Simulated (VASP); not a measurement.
Si: single point with PBE

Si:

```xyz
2
Lattice="0.0000 2.7350 2.7350 2.7350 0.0000 2.7350 2.7350 2.7350 0.0000" Properties=species:S:1:pos:R:3 pbc="T T T"
Si    4.1026    4.1026    4.1026
Si    2.7350    2.7350    2.7350
```

```yaml
Program: VASP 6.6.1
Task: single point
Functional: PBE
Potentials_or_basis: VASP PAW PBE potentials, release 64 (Si)
Cutoff: 500 eV
k_mesh: 8 × 8 × 8
Occupations: methfessel-paxton, width 0.02 eV
Spin: no spin polarisation
```

- Pressure: -0.1 GPa
- Band gap on the k mesh: 0.65 eV (least direct gap 2.56 eV)

Levels at points of the mesh, in eV from the valence-band top:
```csv
k point,band 1,band 2,band 3,band 4,band 5,band 6,band 7,band 8,band 9
"(0.00, 0.00, 0.00)",-11.81,0.00,0.00,0.00,2.56,2.56,2.56,3.13,7.71
"(0.50, 0.00, 0.00)",-9.53,-6.87,-1.18,-1.18,1.46,3.35,3.35,7.70,10.49
"(0.50, 0.50, 0.00)",-7.74,-7.74,-2.79,-2.79,0.75,0.75,9.93,9.93,10.90
```

Run time: 10 s on 1 thread of Intel(R) Xeon(R) Platinum 8259CL CPU @ 2.50GHz (Skylake/Cascade Lake), with other jobs on the host, peak memory 0.15 GiB.

A k mesh can miss the band edges.
